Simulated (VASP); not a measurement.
CsSnI3:

```
Cs Sn I
1.0
     6.29984    0.00000    0.00000
     0.00000    6.29984    0.00000
     0.00000    0.00000    6.29984
Cs Sn I
1 1 3
Direct
  0.00000 0.00000 0.00000
  0.50000 0.50000 0.50000
  0.00000 0.50000 0.50000
  0.50000 0.00000 0.50000
  0.50000 0.50000 0.00000
```

* Program: VASP 6.6.1
* Task: relaxation of cell and atoms
* Functional: LDA
* Potentials or basis: VASP PAW LDA potentials, release 64 (Cs_sv, Sn_d, I)
* Cutoff: 600 eV
* k mesh: 4 × 4 × 4
* Occupations: fermi-dirac, width 0.02 eV
* Spin: no spin polarisation

At the start: pressure -1.9 GPa; volume 50.01 Å³/atom.

Question: Where does the relaxation end?

Answer: Over 4 steps the energy falls by 36.0 meV/atom and the volume is 44.30 Å³/atom (-11.4 %); space group Pm-3m (No. 221, to 0.05 Å).

The path:
```tsv
step	energy change (eV)	largest force (eV/Å)	pressure (GPa)	volume (Å³)
1	0.0000	0.0000	-1.87	250.03
2	-0.1639	0.0000	-0.61	229.50
3	-0.1796	0.0000	-0.07	222.45
4	-0.1798	0.0000	0.01	221.51
```

Final structure:
```cif
data_structure
_symmetry_space_group_name_H-M 'P 1'
_symmetry_Int_Tables_number 1
_cell_length_a 6.0506
_cell_length_b 6.0506
_cell_length_c 6.0506
_cell_angle_alpha 90.000
_cell_angle_beta 90.000
_cell_angle_gamma 90.000
_cell_volume 221.51
loop_
_atom_site_label
_atom_site_type_symbol
_atom_site_fract_x
_atom_site_fract_y
_atom_site_fract_z
_atom_site_occupancy
Cs1 Cs 0.00000 0.00000 0.00000 1
Sn1 Sn 0.50000 0.50000 0.50000 1
I1 I 0.00000 0.50000 0.50000 1
I2 I 0.50000 0.00000 0.50000 1
I3 I 0.50000 0.50000 0.00000 1
```

Caveat: the volume moved by -11 % from the deposited cell, more than functionals usually miss.
